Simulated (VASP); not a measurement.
The system is MgSiN.

```xyz
6
Lattice="3.4861 0.0000 0.0000 0.0000 3.4861 0.0000 0.0000 0.0000 5.8466" Properties=species:S:1:pos:R:3 pbc="T T T"
Mg    1.7430    0.0000    1.0221
Mg    0.0000    1.7430    4.8245
Si    1.7430    0.0000    3.6828
Si    0.0000    1.7430    2.1638
N     1.7430    1.7430    0.0000
N     0.0000    0.0000    0.0000
```

* Program: VASP 6.6.1
* Task: relaxation of cell and atoms
* Functional: PBE
* Potentials or basis: VASP PAW PBE potentials, release 64 (Mg, Si, N)
* Cutoff: 600 eV
* k mesh: 6 × 6 × 4
* Occupations: gaussian, width 0.1 eV
* Spin: no spin polarisation

At the start: pressure 18.2 GPa; volume 11.84 Å³/atom.

**Question.** How do energy, volume and symmetry change on relaxing?

**Answer.** Over 41 steps the energy falls by 349.4 meV/atom and the volume is 14.77 Å³/atom (+24.7 %); space group P4/nmm (No. 129, to 0.05 Å).

The path:
```csv
step,energy change (eV),largest force (eV/Å),pressure (GPa),volume (Å³)
1,0.0000,1.0664,18.20,71.05
3,-0.6700,1.0878,-0.79,83.09
5,-1.0356,0.5097,1.06,84.89
7,-1.0680,0.4279,2.88,86.02
9,-1.1030,0.1371,-0.02,89.22
11,-1.1331,0.1021,0.37,88.64
13,-1.4131,0.2728,1.39,85.68
15,-1.5202,0.9698,1.75,84.33
17,-1.5286,1.2824,2.37,83.59
19,-1.5307,1.3069,2.39,83.55
21,-1.5365,1.4083,2.48,83.39
23,-1.5440,1.5640,2.48,83.18
25,-1.5959,1.5407,2.12,83.23
27,-1.7572,1.5145,1.32,83.40
29,-1.8567,1.4126,1.05,83.61
31,-2.0363,0.4758,1.10,84.67
33,-2.0540,0.2413,1.39,85.23
35,-2.0630,0.2186,0.75,85.76
37,-2.0810,0.2219,-0.58,87.68
39,-2.0898,0.1247,0.34,87.83
41,-2.0966,0.0219,0.01,88.59
```

Final structure:
```
Mg Si N
1.0
     3.43153    0.00000    0.00000
     0.00000    3.43153    0.00000
     0.00000    0.00000    7.52333
Mg Si N
2 2 2
Direct
  0.50000 0.00000 0.15782
  0.00000 0.50000 0.84218
  0.50000 0.00000 0.53096
  0.00000 0.50000 0.46904
  0.50000 0.50000 0.00000
  0.00000 0.00000 0.00000
```

Caveat: the volume moved by over 15 % at a fixed basis, so the end points are rough.
